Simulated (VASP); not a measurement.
Bi, 1 atom in the cell. The structure is cubic, space group Im-3m (No. 229). The conventional cell has a = 3.834 Å, b = 3.834 Å, c = 3.834 Å, α = 90.00°, β = 90.00°, γ = 90.00°. Bi (site symmetry m-3m) has 14 Bi at 3.32 to 3.83 Å within 4.4 Å.  This cell differs from its parent crystal: volume scaled by 0.94.

| Property | Result |
| --- | --- |
| Program | VASP 6.6.1 |
| Task | single point |
| Functional | PBEsol |
| Potentials or basis | VASP PAW PBE potentials, release 64 (Bi_d) |
| Cutoff | 520 eV |
| k mesh | 16 × 16 × 16 |
| Occupations | gaussian, width 0.1 eV |
| Spin | no spin polarisation |
| Dipole correction | no |
| Further INCAR settings | ALGO = Fast; EDIFF = 1e-06; NBANDS = 14 |

Potentials or basis: VASP PAW PBE potentials, release 64 (Bi_d).

The run is started by

```console
$ cat potpaw_PBE.64/Bi_d/POTCAR > POTCAR
$ mpirun -np 1 vasp_std > vasp.out
```

Hardware: 1 thread of Intel(R) Xeon(R) Platinum 8259CL CPU @ 2.50GHz (Skylake/Cascade Lake), on a shared host.

Task: Estimate the wall time of this run.

Result: It took 52 s on 1 thread of Intel(R) Xeon(R) Platinum 8259CL CPU @ 2.50GHz (Skylake/Cascade Lake), on a shared host, peak memory 0.19 GiB. Counts: scf iterations 12, k points 145.
